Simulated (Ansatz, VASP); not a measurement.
**BiTe in VASP and in Ansatz**

Contents of INCAR:

```
PREC = Accurate
ENCUT = 520
EDIFF = 1E-6
ISMEAR = -1
SIGMA = 0.05
LREAL = False
LASPH = True
NELM = 100
ALGO = Normal
ISIF = 2
LWAVE = False
LCHARG = False
NBANDS = 18
```

The input KPOINTS:

```
Automatic mesh
0
Gamma
  10 10 10
```

The input POSCAR:

```
BiTe
1.0
    0.0000000000      3.0201110436      3.0201110436
    3.0201110436      0.0000000000      3.0201110436
    3.0201110436      3.0201110436      0.0000000000
Bi Te
1 1
Direct
    0.0000000000      0.0000000000      0.0000000000
    0.5000000000      0.5000000000      0.5000000000
```

Input for Ansatz:

```yaml
crystal:
  lattice:
    - [0.0, 3.0201110436, 3.0201110436]
    - [3.0201110436, 0.0, 3.0201110436]
    - [3.0201110436, 3.0201110436, 0.0]
  atoms:
    - { symbol: Bi, position: [0.0, 0.0, 0.0] }
    - { symbol: Te, position: [0.5, 0.5, 0.5] }
kpoints:
  mp_grid: { grid: [10, 10, 10] }
  band_path:
    path:
      - [0.0, 0.0, 0.0]
      - [0.5, 0.0, 0.5]
      - [0.625, 0.25, 0.625]
      - [0.375, 0.375, 0.75]
      - [0.0, 0.0, 0.0]
      - [0.5, 0.5, 0.5]
      - [0.5, 0.25, 0.75]
      - [0.5, 0.0, 0.5]
    npoints: 6
scf:
  occupations: { method: fermi_dirac, width: 0.05 }
hamiltonian:
  xc: lda
  pseudopotentials: { kind: all_electron, lapw: { basis_error: 0.001 } }
output:
  forces: true
  stress: true
  eigenvalues: true
  populations: true
```

Change from the starting cell: volume scaled by 0.8, LAPW.

Alike in both runs: task single point; functional LDA; k mesh 10 × 10 × 10; occupations fermi-dirac, width 0.05 eV; no spin polarisation.

|  | VASP | Ansatz |
| --- | --- | --- |
| version | VASP 6.6.1 | Ansatz 0.2.0 |
| potentials or method | VASP PAW LDA potentials, release 64 (Bi_d, Te), cutoff 520 eV | all-electron LAPW, scalar-relativistic |

Ansatz gave:

| Property | Result |
| --- | --- |
| pressure (GPa) | 12.1 |

Q: Estimate VASP's values.

A: Pressure (GPa): 12.2.

LDA's correlation is that of Perdew and Zunger in VASP and of Perdew and Wang (1992) in Ansatz. Ansatz ran all-electron here, and VASP with PAW potentials.

Spin-orbit coupling is off throughout.
